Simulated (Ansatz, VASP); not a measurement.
## CsCu4: VASP beside Ansatz

```
Cs Cu
1.0
     5.47225    0.00000    0.00000
     0.00000    5.47225    0.00000
     0.00000    0.00000    5.47225
Cs Cu
1 4
Direct
  0.50000 0.50000 0.50000
  0.00000 0.50000 0.50000
  0.50000 0.50000 0.00000
  0.50000 0.00000 0.50000
  0.00000 0.00000 0.00000
```

Change from the starting cell: species swapped into the Fe4N type (Pm-3m, No. 221).

Alike in both runs: functional PBE; k mesh 4 × 4 × 4; occupations gaussian, width 0.1 eV; no spin polarisation.

Ansatz relaxed the structure, and its values are those at the end. VASP's run is a single point on that final structure, the one shown.

|  | VASP | Ansatz |
| --- | --- | --- |
| version | VASP 6.6.1 | Ansatz 0.2.0 |
| potentials or method | VASP PAW PBE potentials, release 64 (Cs_sv, Cu), cutoff 520 eV | scalar-relativistic, plane waves, PAW |
| valence electrons in the cell | 53 | 85 |

Ansatz gave:

```
gap on the k mesh at the Fermi level (eV) : none
pressure (GPa)                            : -0.1
```

Task: Estimate VASP's values.

Result: gap on the k mesh at the Fermi level (eV): none; pressure (GPa): 0.2.

A gap of «none» marks a metal or a gap that the smearing closes. VASP's potentials hold 53 valence electrons a cell and Ansatz's 85, so a difference there can come from the potentials and not from the codes.

Spin-orbit coupling is off throughout.
